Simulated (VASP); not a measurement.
Here is a VASP 6.6.1 calculation.

Contents of INCAR:

```
PREC = Accurate ; ENCUT = 520
EDIFF = 1E-7 ; ISMEAR = 0
SIGMA = 0.02 ; LREAL = False
LASPH = True ; NELM = 60
ALGO = Normal ; ISIF = 2
LWAVE = False ; LCHARG = False
GGA = PE ; NBANDS = 21
```

The input KPOINTS:

```
Automatic mesh
0
Gamma
  12 12 4
```

POSCAR

```
Al2BN3
1.0
    2.9590951862      0.0000000000      0.0000000000
   -1.4795475931      2.5626516035      0.0000000000
    0.0000000000      0.0000000000      7.2336463702
Al B N
2 1 3
Direct
    0.0000000000      0.0000000000      0.0136999577
    0.3333333333      0.6666666667      0.6562398898
    0.6666666667      0.3333333333      0.3208230510
    0.0000000000      0.0000000000      0.7545453086
    0.3333333333      0.6666666667      0.3944210214
    0.6666666667      0.3333333333      0.1102707714
```

Potentials or basis: VASP PAW PBE potentials, release 64 (Al, B, N).

The run is started by

```bash
$ cat potpaw_PBE.64/Al/POTCAR potpaw_PBE.64/B/POTCAR potpaw_PBE.64/N/POTCAR > POTCAR
$ mpirun -np 1 vasp_std > vasp.out
```

Estimate the pressure.

-0.2 GPa.

Estimate the largest force.

0.024 eV/Å.

Estimate the band gap on the k mesh.

3.10 eV, indirect (least direct gap 4.07 eV).

Forces in eV/Å, atoms in the order of the input:
```
Al   0.000  0.000 -0.013
Al   0.000  0.000  0.003
B    0.000  0.000  0.024
N    0.000  0.000 -0.012
N    0.000  0.000  0.016
N    0.000  0.000 -0.018
```

A k mesh can miss the band edges. Expect the measured gap to be larger: semilocal functionals such as PBE lack the derivative discontinuity.
